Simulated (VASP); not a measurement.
# SnO2 (P1) in VASP: a series of runs, part 2 of 2

VASP 6.6.1. Earlier steps stand in the parts before.

**3. Single point, PBE (atoms displaced along a vibrational mode)**

INCAR

```
SYSTEM = SnO2
ALGO     = Normal         ! electronic algorithm
EDIFF    = 1E-7           ! SCF threshold, eV
ENCUT    = 520            ! plane-wave cutoff, eV
GGA      = PE             ! functional
ISIF     = 2              ! what is computed and relaxed
ISMEAR   = 0              ! smearing method
LASPH    = .TRUE.         ! aspherical terms in the spheres
LCHARG   = .TRUE.         ! write CHGCAR
LELF     = .TRUE.         ! ELF
LREAL    = .FALSE.        ! projectors in reciprocal space
LVHAR    = .TRUE.       
LWAVE    = .FALSE.        ! write WAVECAR
NBANDS   = 20             ! bands
NELM     = 60             ! most SCF steps
PREC     = Accurate       ! precision mode
SIGMA    = 0.05           ! smearing width, eV
```

KPOINTS

```
k-points
0
G
  12 12 12
  0 0 0
```

POSCAR

```
SnO2
1.0
    1.6167660720      0.9334403269      4.9182553763
   -1.6167660720      0.9334403269      4.9182553763
    0.0000000000     -1.8668806537      4.9182553763
Sn O
1 2
Direct
    0.5103481144      0.4972272311      0.4924246545
    0.1964920040      0.2451694233      0.2629865953
    0.7267266556      0.7754040749      0.7932212469
```

Potentials or basis: VASP PAW PBE potentials, release 64 (Sn_d, O).

Launch:

```
$ cat potpaw_PBE.64/Sn_d/POTCAR potpaw_PBE.64/O/POTCAR > POTCAR
$ mpirun -np 1 vasp_std > vasp.out
```

OUTCAR:

```text
SYSTEM = SnO2
   EDIFF = 1E-7
   ENCUT = 520
   GGA = PE
   ISIF = 2
   ISMEAR = 0
   LASPH = .TRUE.
   LREAL = .FALSE.
   NELM = 60
   PREC = Accurate

 ion  position               nearest neighbor table
   1  0.510  0.497  0.492-   2 2.00   3 2.04   3 2.09   2 2.16   2 2.21   3 2.24
   2  0.196  0.245  0.263-   1 2.00   1 2.16   1 2.21
   3  0.727  0.775  0.793-   1 2.04   1 2.09   1 2.24

  LATTYP: Found a trigonal (rhomboedric) cell.
 ALAT       =     5.2606538873
 COS(alpha) =     0.8110943660

  Lattice vectors:

 A1 = (   1.6167660720,   0.9334403269,   4.9182553763)
 A2 = (  -1.6167660720,   0.9334403269,   4.9182553763)
 A3 = (   0.0000000000,  -1.8668806537,   4.9182553763)

Analysis of symmetry for initial positions (statically):
=====================================================================
 Subroutine PRICEL returns:
 Original cell was already a primitive cell.

 Routine SETGRP: Setting up the symmetry group for a
 trigonal (rhombohedral) supercell.

 Subroutine GETGRP returns: Found  1 space group operations
 (whereof  1 operations were pure point group operations)
 out of a pool of 12 trial point group operations.

The static configuration has the point symmetry C_1 .

Analysis of symmetry for dynamics (positions and initial velocities):
=====================================================================
 Subroutine PRICEL returns:
 Original cell was already a primitive cell.

 Routine SETGRP: Setting up the symmetry group for a
 trigonal (rhombohedral) supercell.

 Subroutine GETGRP returns: Found  1 space group operations
 (whereof  1 operations were pure point group operations)
 out of a pool of 12 trial point group operations.

The dynamic configuration has the point symmetry C_1 .

 Subroutine INISYM returns: Found  1 space group operations
 (whereof  1 operations are pure point group operations),
 and found     1 'primitive' translations

----------------------------------------------------------------------------------------

                                     Primitive cell

  volume of cell :      44.5344

  direct lattice vectors                    reciprocal lattice vectors
     1.616766072  0.933440327  4.918255376     0.309259335  0.178550960  0.067774710
    -1.616766072  0.933440327  4.918255376    -0.309259335  0.178550960  0.067774710
     0.000000000 -1.866880654  4.918255376     0.000000000 -0.357101920  0.067774710

  length of vectors
     5.260653887  5.260653887  5.260653887     0.363476537  0.363476537  0.363476537

  position of ions in fractional coordinates (direct lattice)
     0.510348114  0.497227231  0.492424654
     0.196492004  0.245169423  0.262986595
     0.726726656  0.775404075  0.793221247

  ion indices of the primitive-cell ions
   primitive index   ion index
                 1           1
                 2           2
                 3           3

----------------------------------------------------------------------------------------

 KPOINTS: k-points

Automatic generation of k-mesh.
 Grid dimensions read from file:
 generate k-points for:   12   12   12

 Generating k-lattice:

  Cartesian coordinates                     Fractional coordinates (reciprocal lattice)
     0.025771611  0.014879247  0.005647893     0.083333333 -0.000000000  0.000000000
    -0.025771611  0.014879247  0.005647893    -0.000000000  0.083333333  0.000000000
     0.000000000 -0.029758493  0.005647893    -0.000000000 -0.000000000  0.083333333

  Length of vectors
     0.030289711  0.030289711  0.030289711

  Shift w.r.t. Gamma in fractional coordinates (k-lattice)
     0.000000000  0.000000000  0.000000000

 Subroutine IBZKPT returns following result:
 ===========================================

 Found    868 irreducible k-points:

 Following reciprocal coordinates:
            Coordinates               Weight
  0.000000  0.000000  0.000000      1.000000
  0.083333  0.000000  0.000000      2.000000
  0.000000  0.083333  0.000000      2.000000
  0.000000  0.000000  0.083333      2.000000
  0.166667 -0.000000  0.000000      2.000000
 -0.000000  0.166667  0.000000      2.000000
[... 16 lines left out ...]
  0.166667  0.083333 -0.000000      2.000000
 -0.166667  0.000000 -0.083333      2.000000
 [... further k-points ...]
   k-points           NKPTS =    868   k-points in BZ     NKDIM =    868   number of bands    NBANDS=     20
   number of dos      NEDOS =    301   number of ions     NIONS =      3
   total plane-waves  NPLWV =  64000
   dimension x,y,z NGX =    40 NGY =   40 NGZ =   40
   dimension x,y,z NGXF=    80 NGYF=   80 NGZF=   80
   ions per type =               1   2
   NGX,Y,Z   is equivalent  to a cutoff of  12.64, 12.64, 12.64 a.u.
   NGXF,Y,Z  is equivalent  to a cutoff of  25.28, 25.28, 25.28 a.u.
 SYSTEM =  SnO2
   PREC   = accura    normal or accurate (medium, high low for compatibility)
   ISTART =      0    job   : 0-new  1-cont  2-samecut
   ICHARG =      2    charge: 1-file 2-atom 10-const
   ISPIN  =      1    spin polarized calculation?
   LNONCOLLINEAR =      F non collinear calculations
   LSORBIT =      F    spin-orbit coupling
   LASPH  =      T    aspherical Exc in radial PAW
   ENCUT  =  520.0 eV  38.22 Ry    6.18 a.u.   9.78  9.78  9.78*2*pi/ulx,y,z
   NELM   =     60;   NELMIN=  2; NELMDL= -5     # of ELM steps
   EDIFF  = 0.1E-06   stopping-criterion for ELM
   LREAL  =      F    real-space projection
   EDIFFG = 0.1E-05   stopping-criterion for IOM
   NSW    =      0    number of steps for IOM
   IBRION =     -1    ionic relax: 0-MD 1-quasi-New 2-CG
   NFREE  =      0    steps in history (QN), initial steepest desc. (CG)
   ISIF   =      2    stress and relaxation
   ISYM   =      2    0-nonsym 1-usesym 2-fastsym
   POTIM  = 0.5000    time-step for ionic-motion
   TEBEG  =    0.0;   TEEND  =   0.0 temperature during run
   PSTRESS=    0.0 pullay stress
   NELECT =      26.0000    total number of electrons
   NUPDOWN=      -1.0000    fix difference up-down
   EMIN   =  10.00;   EMAX   =-10.00  energy-range for DOS
   EFERMI =   0.00;   METHOD = LEGACY
   ISMEAR =     0;   SIGMA  =   0.05  broadening in eV -4-tet -1-fermi 0-gaus
   EFERMI_NEDOS =   21; number of points for ismear=-14 and -15
   IALGO  =     38    algorithm
   IMIX   =      4    mixing-type and parameters
     AMIX     =   0.40;   BMIX     =  1.00
     AMIX_MAG =   1.60;   BMIX_MAG =  1.00
  volume/ion in A,a.u.               =      14.84       100.18
  Fermi-wavevector in a.u.,A,eV,Ry     =   1.368256  2.585628 25.471788  1.872124
  Thomas-Fermi vector in A             =   2.494236
   LORBIT       =      0    0 simple, 1 ext, 2 COOP (PROOUT), +10 PAW based schemes
   GGA     = PE    functional components
   LHFCALC =     F    Hartree Fock is set to
   AEXX    =    0.0000 exact exchange contribution
   IVDW    =     0    specifies the selected vdW correction
   LEPSILON=     F    determine dielectric tensor
   LRPA    =     F    only Hartree local field effects (RPA)
 non-spin polarized calculation
 Gauss-broadening in eV      SIGMA  =   0.05
  energy-cutoff  :      520.00
  volume of cell :       44.53
 maximum number of plane-waves:      1218
   NGX = 19   NGY = 19   NGZ = 19

 number of electron      26.0000001 magnetization

 Free energy of the ion-electron system (eV)
  ---------------------------------------------------
  ext. energy  EPLUGINS =         0.00000000
  ---------------------------------------------------
  free energy    TOTEN  =       -18.05957664 eV

  energy without entropy =      -18.05957664  energy(sigma->0) =      -18.05957664

 E-fermi :   3.1932     XC(G=0):  -9.8094

 val. band max:        2.9899825382   @ k =   0.1667  -0.0833  -0.2500
 cond. band min:       4.9795519617   @ k =   0.0000   0.0000   0.0000
 fundamental gap:      1.9895694235
 Fermi energy:         3.1931950909

 k-point     1 :       0.0000    0.0000    0.0000
  band No.  band energies     occupation
      1     -16.9856      2.00000
      2     -16.8610      2.00000
      3     -16.7676      2.00000
      4     -16.5970      2.00000
      5     -16.5837      2.00000
      6     -14.9504      2.00000
[... 12 lines left out ...]
     19      19.7299      0.00000
     20      20.1797      0.00000
[... 507 lines left out ...]
 k-point    24 :      -0.1667    0.0000   -0.0833
  band No.  band energies     occupation
      1     -17.0003      2.00000
      2     -16.9240      2.00000
      3     -16.7342      2.00000
      4     -16.6199      2.00000
      5     -16.5848      2.00000
      6     -14.7927      2.00000
[... 12 lines left out ...]
     19      17.6006      0.00000
     20      20.0282      0.00000

 [... further k-points ...]
[... 5 lines left out ...]
  --------------------------------------------------------------------------------------
  -------------------------------------------------------------------------------------
  Total        0.8092485      0.7937107      0.5405549      0.2696530      0.0021847      0.5579958
  in kB       29.1136321     28.5546454     19.4470757      9.7010737      0.0785968     20.0745338
  external PRESSURE =      25.7051177 kB  Pullay stress =       0.0000000 kB

 VOLUME and BASIS-vectors are now :
 -----------------------------------------------------------------------------
  energy-cutoff  :      520.00
  volume of cell :       44.53
      direct lattice vectors                 reciprocal lattice vectors
     1.616766072  0.933440327  4.918255376     0.309259335  0.178550960  0.067774710
    -1.616766072  0.933440327  4.918255376    -0.309259335  0.178550960  0.067774710
     0.000000000 -1.866880654  4.918255376     0.000000000 -0.357101920  0.067774710

 POSITION                                       TOTAL-FORCE (eV/Angst)
 -----------------------------------------------------------------------------------
      0.02121      0.02121      7.37738        -1.446342     -1.445432     -0.058920
     -0.07870     -0.07870      3.46564         1.001194      0.723797      0.322443
     -0.07870     -0.07870     11.28913         0.445148      0.721635     -0.263523
 -----------------------------------------------------------------------------------
    total drift:                               -0.000030     -0.000072     -0.000188

  FREE ENERGIE OF THE ION-ELECTRON SYSTEM (eV)
  ---------------------------------------------------
  free  energy   TOTEN  =       -18.0595766448 eV

  energy  without entropy=      -18.0595766448  energy(sigma->0) =      -18.05957664
```

Wall time 12 min (1 thread of Intel Xeon 6975P-C (Granite Rapids), shared host); peak memory 0.78 GiB.

What came out:

```
Free energy            : -18.0596 eV
Pressure               : 2.6 GPa
Largest force          : 2.046 eV/Å
Band gap on the k mesh : 1.99 eV (least direct gap 2.15 eV)
```

Forces in eV/Å, atoms in the order of the input:
```
Sn  -1.446 -1.445 -0.059
O    1.001  0.724  0.322
O    0.445  0.722 -0.264
```

Caveat: the cell differs from its parent crystal (atoms displaced along a vibrational mode); spin-orbit coupling is left out, which moves the levels of the heavy elements; forces of over 1 eV/Å act on the atoms, so gaps and moduli don't describe the material at rest. A k mesh can miss the band edges.
